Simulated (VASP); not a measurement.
Set up this calculation in VASP 6.6.1, as the native input.

- Task: single point
- Functional: PBEsol
- Potentials or basis: VASP PAW PBE potentials, release 64 (Sb, Mn_pv)
- Cutoff: 520 eV
- k mesh: 7 × 7 × 5
- Occupations: fermi-dirac, width 0.05 eV
- Spin: collinear spin, ferromagnetic start
- Starting moments: [0.0, 0.0, 4.0, 4.0] μB
- Hubbard terms: Mn d U = 1.0 eV
- Dipole correction: no
- Further INCAR settings: ALGO = Normal; EDIFF = 1e-06; NBANDS = 30

The structure of MnSb lies in POSCAR:

```
MnSb
1.0
    4.1500000000      0.0000000000      0.0000000000
   -2.0750000000      3.5940054257      0.0000000000
    0.0000000000      0.0000000000      5.7800000000
Sb Mn
2 2
Direct
    0.6666666667      0.3333333333      0.7500000000
    0.3333333333      0.6666666667      0.2500000000
    0.0000000000      0.0000000000      0.5000000000
    0.0000000000      0.0000000000      0.0000000000
```

These files were run (other wordings do the same):

INCAR

```
  PREC = Accurate
  ENCUT = 520
  EDIFF = 1E-6
  ISMEAR = -1
  SIGMA = 0.05
  LREAL = False
  LASPH = True
  NELM = 150
  ALGO = Normal
  ISIF = 2
  LWAVE = False
  LCHARG = False
  ISPIN = 2
  MAGMOM = 0 0 4 4
  LORBIT = 11
  LMAXMIX = 4
  LDAU = True
  LDAUTYPE = 2
  LDAUL = -1 2
  LDAUU = 0 1
  LDAUJ = 0 0
  LDAUPRINT = 1
  GGA = PS
  NBANDS = 30
```

KPOINTS

```
Automatic mesh
0
Gamma
  7 7 5
```

Potentials or basis: VASP PAW PBE potentials, release 64 (Sb, Mn_pv).

Run with:

```console
$ cat potpaw_PBE.64/Sb/POTCAR potpaw_PBE.64/Mn_pv/POTCAR > POTCAR
$ mpirun -np 1 vasp_std > vasp.out
```

Results of the run:

| Property | Result |
| --- | --- |
| Pressure | -3.6 GPa |
| Net moment | 7.23 μB per cell |
| Site moments | Sb -0.14; Mn +3.68 μB |
| Valence electrons inside the program's atomic spheres | Sb 2.46; Mn 11.50 |

Caveat: the PAW data sets were made with another functional, which shifts forces and pressure a little; only a ferromagnetic start was run, and an antiferromagnetic order may lie lower in energy; the U is typed as a test and isn't derived for this compound.

It took 4.1 min on 1 thread of Oxide Virtual Turin-like Processor, on a shared host, peak memory 0.26 GiB.
